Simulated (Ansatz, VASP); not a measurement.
NaCl: VASP beside Ansatz

INCAR

```
SYSTEM = NaCl
ALGO     = Normal         ! electronic algorithm
EDIFF    = 1E-6           ! SCF threshold, eV
ENCUT    = 520            ! plane-wave cutoff, eV
GGA      = PE             ! functional
ISIF     = 2              ! what is computed and relaxed
ISMEAR   = -1             ! smearing method
LASPH    = .TRUE.         ! aspherical terms in the spheres
LCHARG   = .FALSE.        ! write CHGCAR
LREAL    = .FALSE.        ! projectors in reciprocal space
LWAVE    = .FALSE.        ! write WAVECAR
NBANDS   = 14             ! bands
NELM     = 60             ! most SCF steps
PREC     = Accurate       ! precision mode
SIGMA    = 0.02           ! smearing width, eV
```

KPOINTS

```
k-points
0
G
  8 8 8
  0 0 0
```

POSCAR

```
NaCl
1.0
    0.0000000000      2.7186178739      2.8378127222
    2.7186178739      0.0000000000      2.8378127222
    2.7186178739      2.7186178739      0.0000000000
Na Cl
1 1
Direct
    0.0000000000      0.0000000000      0.0000000000
    0.5000000000      0.5000000000      0.5000000000
```

Input for Ansatz:

```yaml
crystal:
  lattice:
    - [0.0, 2.7186178739, 2.8378127222]
    - [2.7186178739, 0.0, 2.8378127222]
    - [2.7186178739, 2.7186178739, 0.0]
  atoms:
    - { symbol: Na, position: [0.0, 0.0, 0.0] }
    - { symbol: Cl, position: [0.5, 0.5, 0.5] }
kpoints:
  mp_grid: { grid: [8, 8, 8] }
  band_path:
    path:
      - [0.0, 0.0, 0.0]
      - [0.5, 0.0, 0.5]
      - [0.625, 0.25, 0.625]
      - [0.375, 0.375, 0.75]
      - [0.5, 0.5, 0.5]
      - [0.5, 0.25, 0.75]
    npoints: 1
hamiltonian:
  xc: pbe
scf:
  occupations: { method: fermi_dirac, width: 0.02 }
  n_extra_bands: 4
output:
  forces: true
  stress: true
  eigenvalues: true
```

Change from the starting cell: epitaxial_xy strain -3.0%.

Alike in both runs: task single point; functional PBE; k mesh 8 × 8 × 8; occupations fermi-dirac, width 0.02 eV; no spin polarisation.

|  | VASP | Ansatz |
| --- | --- | --- |
| version | VASP 6.6.1 | Ansatz 0.2.0 |
| potentials or method | VASP PAW PBE potentials, release 64 (Na_pv, Cl) | plane waves, PAW |
| plane-wave cutoff (eV) | 520 | 420 |
| valence electrons in the cell | 14 | 16 |

VASP gave:

* gap on the k mesh at the Fermi level (eV): 5.36
* pressure (GPa): 3.0
* traceless stress, the component that is largest in VASP (GPa): -1.62

Question: Which values does Ansatz return?

Answer: gap on the k mesh at the Fermi level (eV): 5.36; pressure (GPa): 3.0; traceless stress, the component that is largest in VASP (GPa): -1.61.

VASP's potentials hold 14 valence electrons a cell and Ansatz's 16, so a difference there can come from the potentials and not from the codes.
